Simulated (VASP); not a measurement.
A run of VASP 6.6.1 is set up as follows.

Contents of INCAR:

```
PREC = Accurate ; ENCUT = 520
EDIFF = 1E-6 ; ISMEAR = 0
SIGMA = 0.1 ; LREAL = F
LASPH = T ; NELM = 150
ALGO = Normal ; ISIF = 2
LWAVE = F ; LCHARG = F
ISPIN = 2 ; MAGMOM = 2.8 2.8 -1.79 0.15
LORBIT = 11 ; NUPDOWN = 3.75
LMAXMIX = 4 ; GGA = PS
NBANDS = 37
```

Contents of KPOINTS:

```
regular mesh
0
Gamma
  12 12 12
```

Contents of POSCAR:

```
Mn3Cu
1.0
    0.0000000000      2.8388306464      2.8388306464
    2.8388306464      0.0000000000      2.8388306464
    2.8388306464      2.8388306464      0.0000000000
Mn Cu
3 1
Direct
    0.2500000000      0.2500000000      0.2500000000
    0.7500000000      0.7500000000      0.7500000000
    0.5000000000      0.5000000000      0.5000000000
    0.0000000000      0.0000000000      0.0000000000
```

Potentials or basis: VASP PAW PBE potentials, release 64 (Mn_pv, Cu).

Launch:

```console
$ cat potpaw_PBE.64/Mn_pv/POTCAR potpaw_PBE.64/Cu/POTCAR > POTCAR
$ mpirun -np 1 vasp_std > vasp.out
```

(1) Predict the pressure.

Answers

(1) 2.9 GPa.

Caveat: the PAW data sets were made with another functional, which shifts forces and pressure a little; the total moment is fixed, so each spin has its own Fermi level.
